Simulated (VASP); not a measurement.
**Tl: single point with PBEsol**

Tl:

```
CELL_PARAMETERS angstrom
-1.98952 1.98952 1.94100
1.98952 -1.98952 1.94100
1.98952 1.98952 -1.94100
ATOMIC_POSITIONS crystal
Tl 0.00000 0.00000 0.00000
```

This cell differs from its parent crystal: strain +0.025 along x and y, +0.000 along z.

```yaml
Program: VASP 6.6.1
Task: single point
Functional: PBEsol
Potentials_or_basis: VASP PAW PBE potentials, release 64 (Tl_d)
Cutoff: 520 eV
k_mesh: 18 × 18 × 18
Occupations: gaussian, width 0.15 eV
Spin: no spin polarisation
```

The pressure is -2.3 GPa. The band gap on the k mesh is zero (an odd number of electrons rules out a gap without spin polarisation).

Stress tensor (GPa, compression positive):
```
-2.29  0.00  0.00
 0.00 -2.29  0.00
 0.00  0.00 -2.18
```

Levels at points of the mesh, in eV from the Fermi level:
| k point | band 3 | band 4 | band 5 | band 6 | band 7 | band 8 | band 9 | band 10 |
| --- | --- | --- | --- | --- | --- | --- | --- | --- |
| (0.00, 0.00, 0.00) | -11.52 | -11.17 | -11.15 | -9.60 | 10.00 | 10.00 | 10.21 | 12.06 |
| (0.50, 0.00, 0.00) | -11.18 | -11.15 | -10.92 | -5.03 | -2.47 | 5.41 | 6.76 | 9.39 |
| (0.50, 0.50, 0.00) | -11.20 | -11.17 | -10.92 | -5.16 | -2.54 | 5.72 | 7.16 | 9.79 |
| (0.50, 0.50, 0.50) | -10.98 | -10.98 | -10.97 | -2.00 | 1.26 | 1.26 | 1.72 | 6.11 |

Wall time 64 s on 1 thread of Intel(R) Xeon(R) 6975P-C (Granite Rapids) (shared host), peak memory 0.29 GiB.

Caveat: the cell differs from its parent crystal (strain +0.025 along x and y, +0.000 along z); the PAW data sets were made with another functional, which shifts forces and pressure a little; spin-orbit coupling is left out, which moves the levels of the heavy elements.
